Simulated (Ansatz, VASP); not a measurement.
**Pt3Pb: VASP beside Ansatz**

File INCAR:

```
  PREC = Accurate
  ENCUT = 520
  EDIFF = 1E-6
  ISMEAR = -1
  SIGMA = 0.03
  LREAL = F
  LASPH = T
  NELM = 80
  ALGO = Normal
  ISIF = 2
  LWAVE = F
  LCHARG = F
  NBANDS = 30
```

KPOINTS

```
Automatic mesh
0
Gamma
  9 9 9
```

POSCAR

```
Pt3Pb
1.0
    4.0307642800      0.0000000000      0.0000000000
    0.0000000000      4.0307642800      0.0000000000
    0.0000000000      0.0000000000      4.0307642800
Pt Pb
3 1
Direct
    0.0000000000      0.5000000000      0.5000000000
    0.5000000000      0.0000000000      0.5000000000
    0.5000000000      0.5000000000      0.0000000000
    0.0000000000      0.0000000000      0.0000000000
```

Input for Ansatz:

```yaml
crystal:
  lattice:
    - [4.03076428, 0.0, 0.0]
    - [0.0, 4.03076428, 0.0]
    - [0.0, 0.0, 4.03076428]
  atoms:
    - { symbol: Pt, position: [0.0, 0.5, 0.5] }
    - { symbol: Pt, position: [0.5, 0.0, 0.5] }
    - { symbol: Pt, position: [0.5, 0.5, 0.0] }
    - { symbol: Pb, position: [0.0, 0.0, 0.0] }
kpoints:
  mp_grid: { grid: [9, 9, 9] }
  band_path:
    path:
      - [0.0, 0.0, 0.0]
      - [0.0, 0.5, 0.0]
      - [0.5, 0.5, 0.0]
      - [0.0, 0.0, 0.0]
      - [0.5, 0.5, 0.5]
      - [0.0, 0.5, 0.0]
      - [0.5, 0.5, 0.5]
      - [0.5, 0.5, 0.0]
    npoints: 5
scf:
  occupations: { method: fermi_dirac, width: 0.03 }
hamiltonian:
  xc: lda
  pseudopotentials: { kind: all_electron, lapw: { basis_error: 0.001 } }
output:
  forces: true
  stress: true
  eigenvalues: true
```

Change from the starting cell: volume scaled by 0.98.

Alike in both runs: task single point; functional LDA; k mesh 9 × 9 × 9; occupations fermi-dirac, width 0.03 eV; no spin polarisation.

|  | VASP | Ansatz |
| --- | --- | --- |
| version | VASP 6.6.1 | Ansatz 0.2.0 |
| potentials or method | VASP PAW LDA potentials, release 64 (Pt, Pb_d), cutoff 520 eV | all-electron LAPW, scalar-relativistic |

```tsv
	VASP	Ansatz	Ansatz less VASP
pressure (GPa)	2.2	1.5	-0.69
```

LDA's correlation is that of Perdew and Zunger in VASP and of Perdew and Wang (1992) in Ansatz. Ansatz ran all-electron here, and VASP with PAW potentials.

Neither program's run includes spin-orbit coupling.
